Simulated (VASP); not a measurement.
# AgCl (Fm-3m) in VASP: a series of runs

AgCl is run at these levels: PBEsol; tasks: electric field gradients.

Program: VASP 6.6.1. These are calculated values, not measurements. Logs are shortened: lines on timing, memory, paths and dates and some standing lists are left out, and cuts for length are marked.

### 1 The cell of the first run

The structure is cubic, space group Fm-3m (No. 225). The conventional cell has a = 5.619 Å, b = 5.619 Å, c = 5.619 Å, α = 90.00°, β = 90.00°, γ = 90.00°. Within 3.7 Å of Ag (site symmetry m-3m) lie 6 Cl at 2.81 Å. Cl (site symmetry m-3m) has 6 Ag at 2.81 Å within 3.7 Å.

### 2 Electric field gradients, PBEsol (volume scaled by 1.04)

INCAR

```
SYSTEM = AgCl
ALGO = Normal
EDIFF = 1E-8
ENCUT = 520
GGA = PS
ISIF = 2
ISMEAR = -1
LASPH = .True.
LCHARG = .False.
LEFG = .True.
LREAL = .False.
LWAVE = .False.
NBANDS = 16
NELM = 60
PREC = Accurate
SIGMA = 0.01
```

KPOINTS

```
k-points
0
Gamma
  9 9 9
  0 0 0
```

POSCAR

```
AgCl
1.0
    0.0000000000      2.8096430007      2.8096430007
    2.8096430007      0.0000000000      2.8096430007
    2.8096430007      2.8096430007      0.0000000000
Ag Cl
1 1
Direct
    0.5000000000      0.5000000000      0.5000000000
    0.0000000000      0.0000000000      0.0000000000
```

Potentials or basis: VASP PAW PBE potentials, release 64 (Ag, Cl).

The run is started by

```
cat potpaw_PBE.64/Ag/POTCAR potpaw_PBE.64/Cl/POTCAR > POTCAR
mpirun -np 1 vasp_std > vasp.out
```

OUTCAR:

```text
SYSTEM = AgCl
   EDIFF = 1E-8
   ENCUT = 520
   GGA = PS
   ISIF = 2
   ISMEAR = -1
   LASPH = .True.
   LREAL = .False.
   NELM = 60
   PREC = Accurate

 ion  position               nearest neighbor table
   1  0.500  0.500  0.500-   2 2.81   2 2.81   2 2.81   2 2.81   2 2.81   2 2.81
   2  0.000  0.000  0.000-   1 2.81   1 2.81   1 2.81   1 2.81   1 2.81   1 2.81

  LATTYP: Found a face centered cubic cell.
 ALAT       =     5.6192860014

  Lattice vectors:

 A1 = (   0.0000000000,   2.8096430007,   2.8096430007)
 A2 = (   2.8096430007,   0.0000000000,   2.8096430007)
 A3 = (   2.8096430007,   2.8096430007,   0.0000000000)

Analysis of symmetry for initial positions (statically):
=====================================================================
 Subroutine PRICEL returns:
 Original cell was already a primitive cell.

 Routine SETGRP: Setting up the symmetry group for a
 face centered cubic supercell.

 Subroutine GETGRP returns: Found 48 space group operations
 (whereof 48 operations were pure point group operations)
 out of a pool of 48 trial point group operations.

The static configuration has the point symmetry O_h .

Analysis of symmetry for dynamics (positions and initial velocities):
=====================================================================
 Subroutine PRICEL returns:
 Original cell was already a primitive cell.

 Routine SETGRP: Setting up the symmetry group for a
 face centered cubic supercell.

 Subroutine GETGRP returns: Found 48 space group operations
 (whereof 48 operations were pure point group operations)
 out of a pool of 48 trial point group operations.

The dynamic configuration has the point symmetry O_h .

 Subroutine INISYM returns: Found 48 space group operations
 (whereof 48 operations are pure point group operations),
 and found     1 'primitive' translations

----------------------------------------------------------------------------------------

                                     Primitive cell

  volume of cell :      44.3592

  direct lattice vectors                    reciprocal lattice vectors
     0.000000000  2.809643001  2.809643001    -0.177958552  0.177958552  0.177958552
     2.809643001  0.000000000  2.809643001     0.177958552 -0.177958552  0.177958552
[... 118 lines left out ...]
  volume of cell :       44.36
 maximum number of plane-waves:      1243
 NGX is ok and might be reduce to    30
   NGX = 15   NGY = 15   NGZ = 15

 number of electron      17.9999994 magnetization

 Free energy of the ion-electron system (eV)
  ---------------------------------------------------
  ext. energy  EPLUGINS =         0.00000000
  ---------------------------------------------------
  free energy    TOTEN  =        -6.00480156 eV

  energy without entropy =       -6.00480156  energy(sigma->0) =       -6.00480156

 E-fermi :   3.3857     XC(G=0): -10.0115

 val. band max:        3.1834807490   @ k =   0.4444   0.0000   0.0000
 cond. band min:       3.9707620302   @ k =   0.0000   0.0000   0.0000
 fundamental gap:      0.7872812811
 Fermi energy:         3.3856925514

 k-point     1 :       0.0000    0.0000    0.0000
  band No.  band energies     occupation
      1     -11.6587      2.00000
      2       0.9053      2.00000
      3       0.9053      2.00000
      4       0.9053      2.00000
      5       0.9423      2.00000
      6       0.9423      2.00000
[... 433 lines left out ...]
      3       0.3354      2.00000
      4       0.3354      2.00000
      5       0.6093      2.00000
      6       1.1132      2.00000
[... 8 lines left out ...]
     15      18.5566      0.00000
     16      18.5581      0.00000

 [... further k-points ...]
[... 5 lines left out ...]
  --------------------------------------------------------------------------------------
  -------------------------------------------------------------------------------------
  Total       -1.1640688     -1.1640688     -1.1640688      0.0000000      0.0000000     -0.0000000
  in kB      -42.0441711    -42.0441711    -42.0441711      0.0000000      0.0000000     -0.0000000
  external PRESSURE =     -42.0441711 kB  Pullay stress =       0.0000000 kB

 VOLUME and BASIS-vectors are now :
 -----------------------------------------------------------------------------
  energy-cutoff  :      520.00
  volume of cell :       44.36
      direct lattice vectors                 reciprocal lattice vectors
     0.000000000  2.809643001  2.809643001    -0.177958552  0.177958552  0.177958552
     2.809643001  0.000000000  2.809643001     0.177958552 -0.177958552  0.177958552
     2.809643001  2.809643001  0.000000000     0.177958552  0.177958552 -0.177958552

 POSITION                                       TOTAL-FORCE (eV/Angst)
 -----------------------------------------------------------------------------------
      2.80964      2.80964      2.80964        -0.000000     -0.000000      0.000000
      0.00000      0.00000      0.00000         0.000000      0.000000      0.000000
 -----------------------------------------------------------------------------------
    total drift:                                0.000000      0.000000      0.000000

  FREE ENERGIE OF THE ION-ELECTRON SYSTEM (eV)
  ---------------------------------------------------
  free  energy   TOTEN  =        -6.0048015567 eV

  energy  without entropy=       -6.0048015567  energy(sigma->0) =       -6.00480156

 Electric field gradients (V/A^2)
---------------------------------------------------------------------
 ion       V_xx      V_yy      V_zz      V_xy      V_xz      V_yz
---------------------------------------------------------------------
   1       0.000    -0.000     0.000     0.001     0.001     0.001
   2      -0.000    -0.000     0.000    -0.000    -0.000    -0.000
---------------------------------------------------------------------

 Electric field gradients after diagonalization (V/A^2)
 (convention: |V_zz| > |V_xx| > |V_yy|)
----------------------------------------------------------------------
 ion       V_xx      V_yy      V_zz     asymmetry (V_yy - V_xx)/ V_zz
----------------------------------------------------------------------
   1      -0.001    -0.001     0.001       0.000
   2       0.000     0.000    -0.000       0.000
----------------------------------------------------------------------

           NMR quadrupolar parameters

 Cq : quadrupolar parameter    Cq=e*Q*V_zz/h
 eta: asymmetry parameters     (V_yy - V_xx)/ V_zz
 Q  : nuclear electric quadrupole moment in mb (millibarn)
----------------------------------------------------------------------
 ion       Cq(MHz)       eta       Q (mb)
----------------------------------------------------------------------
   1       0.000       0.000       1.000
   2      -0.000       0.000       1.000
----------------------------------------------------------------------
```

Wall time 24 s (1 thread of Intel Xeon Platinum 8375C at 2.90GHz (Ice Lake), shared host); peak memory 0.18 GiB.

Results:

| Item | Value |
| --- | --- |
| Free energy | -6.0048 eV |
| Pressure | -4.2 GPa |
| Band gap on the k mesh | 0.79 eV, indirect (least direct gap 2.88 eV) |

Levels at points of the mesh, in eV from the valence-band top:
| k point | band 7 | band 8 | band 9 | band 10 | band 11 | band 12 |
| --- | --- | --- | --- | --- | --- | --- |
| (0.00, 0.00, 0.00) | -2.13 | -2.13 | -2.13 | 0.79 | 10.80 | 10.80 |

Caveat: without QUAD_EFG the Cq values of the log hold for a quadrupole moment of 1 mb, not for the nuclei; the PAW data sets were made with another functional, which shifts forces and pressure a little. A k mesh can miss the band edges.

### 3 Electric field gradients, PBEsol (volume scaled by 1.06)

INCAR

```
PREC = Accurate
ENCUT = 520
EDIFF = 1E-8
ISMEAR = -1
SIGMA = 0.01
LREAL = F
LASPH = T
NELM = 100
ALGO = Normal
ISIF = 2
LWAVE = F
LCHARG = F
GGA = PS
LEFG = T
NBANDS = 16
```

KPOINTS

```
regular mesh
0
Gamma
  9 9 9
```

POSCAR

```
AgCl
1.0
    0.0000000000      2.8275392985      2.8275392985
    2.8275392985      0.0000000000      2.8275392985
    2.8275392985      2.8275392985      0.0000000000
Ag Cl
1 1
Direct
    0.5000000000      0.5000000000      0.5000000000
    0.0000000000      0.0000000000      0.0000000000
```

Potentials or basis: VASP PAW PBE potentials, release 64 (Ag, Cl).

The run is started by

```
cat potpaw_PBE.64/Ag/POTCAR potpaw_PBE.64/Cl/POTCAR > POTCAR
mpirun -np 1 vasp_std > vasp.out
```

OUTCAR:

```text
PREC = Accurate
   ENCUT = 520
   EDIFF = 1E-8
   ISMEAR = -1
   LREAL = F
   LASPH = T
   NELM = 100
   ISIF = 2
   GGA = PS

 ion  position               nearest neighbor table
   1  0.500  0.500  0.500-   2 2.83   2 2.83   2 2.83   2 2.83   2 2.83   2 2.83
   2  0.000  0.000  0.000-   1 2.83   1 2.83   1 2.83   1 2.83   1 2.83   1 2.83

  LATTYP: Found a face centered cubic cell.
 ALAT       =     5.6550785970

  Lattice vectors:

 A1 = (   0.0000000000,   2.8275392985,   2.8275392985)
 A2 = (   2.8275392985,   0.0000000000,   2.8275392985)
 A3 = (   2.8275392985,   2.8275392985,   0.0000000000)

Analysis of symmetry for initial positions (statically):
=====================================================================
 Subroutine PRICEL returns:
 Original cell was already a primitive cell.

 Routine SETGRP: Setting up the symmetry group for a
 face centered cubic supercell.

 Subroutine GETGRP returns: Found 48 space group operations
[... 643 lines left out ...]
  volume of cell :       45.21
      direct lattice vectors                 reciprocal lattice vectors
     0.000000000  2.827539299  2.827539299    -0.176832202  0.176832202  0.176832202
     2.827539299  0.000000000  2.827539299     0.176832202 -0.176832202  0.176832202
     2.827539299  2.827539299  0.000000000     0.176832202  0.176832202 -0.176832202

 POSITION                                       TOTAL-FORCE (eV/Angst)
 -----------------------------------------------------------------------------------
      2.82754      2.82754      2.82754         0.000000     -0.000000      0.000000
      0.00000      0.00000      0.00000         0.000000      0.000000      0.000000
 -----------------------------------------------------------------------------------
    total drift:                                0.000000      0.000000      0.000000

  FREE ENERGIE OF THE ION-ELECTRON SYSTEM (eV)
  ---------------------------------------------------
  free  energy   TOTEN  =        -5.9812175225 eV

  energy  without entropy=       -5.9812175225  energy(sigma->0) =       -5.98121752

 Electric field gradients (V/A^2)
---------------------------------------------------------------------
 ion       V_xx      V_yy      V_zz      V_xy      V_xz      V_yz
---------------------------------------------------------------------
   1       0.000    -0.000    -0.000     0.001     0.001     0.001
   2       0.000    -0.000     0.000     0.000     0.000     0.000
---------------------------------------------------------------------

 Electric field gradients after diagonalization (V/A^2)
 (convention: |V_zz| > |V_xx| > |V_yy|)
----------------------------------------------------------------------
 ion       V_xx      V_yy      V_zz     asymmetry (V_yy - V_xx)/ V_zz
----------------------------------------------------------------------
   1      -0.001    -0.001     0.002       0.000
   2      -0.000    -0.000     0.000       0.000
----------------------------------------------------------------------

           NMR quadrupolar parameters

 Cq : quadrupolar parameter    Cq=e*Q*V_zz/h
 eta: asymmetry parameters     (V_yy - V_xx)/ V_zz
 Q  : nuclear electric quadrupole moment in mb (millibarn)
----------------------------------------------------------------------
 ion       Cq(MHz)       eta       Q (mb)
----------------------------------------------------------------------
   1       0.000       0.000       1.000
   2       0.000       0.000       1.000
----------------------------------------------------------------------
```

Wall time 24 s (1 thread of Intel Xeon Platinum 8375C at 2.90GHz (Ice Lake), shared host); peak memory 0.18 GiB.

Results:

```yaml
Free_energy: -5.9812 eV
Pressure: -4.8 GPa
Band_gap_on_the_k_mesh: 0.80 eV, indirect (least direct gap 2.83 eV)
```

Levels at points of the mesh, in eV from the valence-band top:
```csv
k point,band 5,band 6,band 7,band 8,band 9,band 10,band 11,band 12,band 13,band 14
"(0.00, 0.00, 0.00)",-2.17,-2.17,-2.06,-2.06,-2.06,0.79,10.80,10.80,10.80,12.20
```

Caveat: without QUAD_EFG the Cq values of the log hold for a quadrupole moment of 1 mb, not for the nuclei; the PAW data sets were made with another functional, which shifts forces and pressure a little.
